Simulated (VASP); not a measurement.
Wanted: the native input for a VASP 6.6.1 run.

- Task: single point
- Functional: r2SCAN
- Potentials or basis: VASP PAW PBE potentials, release 64 (Zn, S)
- Cutoff: 520 eV
- k mesh: 6 × 6 × 4
- Occupations: gaussian, width 0.05 eV
- Spin: no spin polarisation
- Dipole correction: no
- Further INCAR settings: ALGO = Normal; EDIFF = 1e-07; NBANDS = 26

ZnS:

```
CELL_PARAMETERS angstrom
3.80672 0.00000 0.00000
-1.90336 3.29672 0.00000
0.00000 0.00000 6.24574
ATOMIC_POSITIONS crystal
Zn 0.41045 0.70523 0.01994
Zn 0.66667 0.33333 0.50539
S 0.33333 0.66667 0.37961
S 0.66667 0.33333 0.87961
```

This cell differs from its parent crystal: atom 1 (Zn) moved -0.270 Å towards its neighbour atom 4 (S) at 2.334 Å.

One way to write it, as run:

POSCAR

```
ZnS
1.0
    3.8067217484      0.0000000000      0.0000000000
   -1.9033608742      3.2967177392      0.0000000000
    0.0000000000      0.0000000000      6.2457351519
Zn S
2 2
Direct
    0.4104546346      0.7052273173      0.0199381016
    0.6666666667      0.3333333333      0.5053880718
    0.3333333333      0.6666666667      0.3796119282
    0.6666666667      0.3333333333      0.8796119282
```

INCAR.step1

```
SYSTEM = ZnS
ALGO     = Normal         ! electronic algorithm
EDIFF    = 1E-4           ! SCF threshold, eV
ENCUT    = 520            ! plane-wave cutoff, eV
GGA      = PE             ! functional
ISMEAR   = 0              ! smearing method
LASPH    = .True.         ! aspherical terms in the spheres
LCHARG   = .False.        ! write CHGCAR
LREAL    = .False.        ! projectors in reciprocal space
LWAVE    = .True.         ! write WAVECAR
NBANDS   = 26             ! bands
NELM     = 60             ! most SCF steps
PREC     = Accurate       ! precision mode
SIGMA    = 0.05           ! smearing width, eV
```

INCAR.step2

```
SYSTEM = ZnS
ALGO     = Normal         ! electronic algorithm
EDIFF    = 1E-7           ! SCF threshold, eV
ENCUT    = 520            ! plane-wave cutoff, eV
ISIF     = 2              ! what is computed and relaxed
ISMEAR   = 0              ! smearing method
ISTART   = 1            
LASPH    = .True.         ! aspherical terms in the spheres
LCHARG   = .True.         ! write CHGCAR
LELF     = .True.         ! ELF
LMIXTAU  = .True.       
LREAL    = .False.        ! projectors in reciprocal space
LVHAR    = .True.       
LWAVE    = .False.        ! write WAVECAR
METAGGA  = R2SCAN         ! meta-GGA
NBANDS   = 26             ! bands
NELM     = 60             ! most SCF steps
PREC     = Accurate       ! precision mode
SIGMA    = 0.05           ! smearing width, eV
```

KPOINTS

```
k-points
0
Gamma
  6 6 4
  0 0 0
```

Potentials or basis: VASP PAW PBE potentials, release 64 (Zn, S).

The run is started by

```bash
$ cat potpaw_PBE.64/Zn/POTCAR potpaw_PBE.64/S/POTCAR > POTCAR
$ cp INCAR.step1 INCAR
$ mpirun -np 1 vasp_std > vasp.out
$ cp INCAR.step2 INCAR
$ mpirun -np 1 vasp_std > vasp.out
```

It gave:

* Pressure: 0.9 GPa
* Largest force: 0.929 eV/Å
* Band gap on the k mesh: 2.65 eV

Caveat: the cell differs from its parent crystal (atom 1 (Zn) moved -0.270 Å towards its neighbour atom 4 (S) at 2.334 Å); the PAW data sets were made with another functional, which shifts forces and pressure a little.

It took 5.3 min on 1 thread of AMD EPYC 7R13 Processor (Zen 3) (shared host), peak memory 0.21 GiB.
